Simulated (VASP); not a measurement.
Set up this calculation in VASP 6.6.1, as the native input.

```yaml
Task: single point
Functional: PBEsol
Potentials_or_basis: VASP PAW PBE potentials, release 64 (I, Na_pv)
Cutoff: 520 eV
k_mesh: 7 × 7 × 7
Occupations: fermi-dirac, width 0.05 eV
Spin: no spin polarisation
Dipole_correction: no
Further_INCAR_settings: ALGO = Normal; EDIFF = 1e-06; NBANDS = 14
```

The structure of NaI lies in POSCAR:

```
NaI
1.0
    0.0000000000      3.2364000000      3.2364000000
    3.2364000000      0.0000000000      3.2364000000
    3.2364000000      3.2364000000      0.0000000000
I Na
1 1
Direct
    0.5000000000      0.5000000000      0.5000000000
    0.0000000000      0.0000000000      0.0000000000
```

These files were run (other wordings do the same):

INCAR

```
ALGO = Normal ; EDIFF = 1E-6
ENCUT = 520 ; GGA = PS
ISIF = 2 ; ISMEAR = -1
LASPH = True ; LCHARG = True
LELF = True ; LREAL = False
LVHAR = True ; LWAVE = False
NBANDS = 14 ; NELM = 60
PREC = Accurate ; SIGMA = 0.05
```

KPOINTS

```
k-points
0
Gamma
  7 7 7
```

Potentials or basis: VASP PAW PBE potentials, release 64 (I, Na_pv).

Run with:

```bash
$ cat potpaw_PBE.64/I/POTCAR potpaw_PBE.64/Na_pv/POTCAR > POTCAR
$ mpirun -np 1 vasp_std > vasp.out
```

Results of the run:

The pressure is -0.5 GPa. The band gap on the k mesh is 3.51 eV, direct.

Caveat: the PAW data sets were made with another functional, which shifts forces and pressure a little; spin-orbit coupling is left out, which moves the levels of the heavy elements.

It took 16 s on 1 thread of AMD EPYC 7R13 Processor (Zen 3), on a shared host, peak memory 0.18 GiB.
